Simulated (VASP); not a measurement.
Here is a VASP 6.6.1 calculation.

The input INCAR:

```
SYSTEM = NaI
ALGO = Normal
EDIFF = 1E-8
ENCUT = 520
GGA = CA
ISIF = 2
ISMEAR = -1
LASPH = .True.
LCHARG = .False.
LEFG = .True.
LREAL = .False.
LWAVE = .False.
NBANDS = 14
NELM = 100
PREC = Accurate
SIGMA = 0.02
```

The input KPOINTS:

```
k-points
0
Gamma
  8 8 8
  0 0 0
```

The input POSCAR:

```
NaI
1.0
    0.0000000000      3.2146785402      3.2146785402
    3.2146785402      0.0000000000      3.2146785402
    3.2146785402      3.2146785402      0.0000000000
Na I
1 1
Direct
    0.0000000000      0.0000000000      0.0000000000
    0.5000000000      0.5000000000      0.5000000000
```

Potentials or basis: VASP PAW LDA potentials, release 64 (Na_pv, I).

Run with:

```console
$ cat potpaw_LDA.64/Na_pv/POTCAR potpaw_LDA.64/I/POTCAR > POTCAR
$ mpirun -np 1 vasp_std > vasp.out
```

Problem. What does it give for the band gap on the k mesh?

Solution. 3.40 eV.

Problem. Predict the pressure.

Solution. -1.4 GPa.

Caveat: spin-orbit coupling is left out, which moves the levels of the heavy elements.
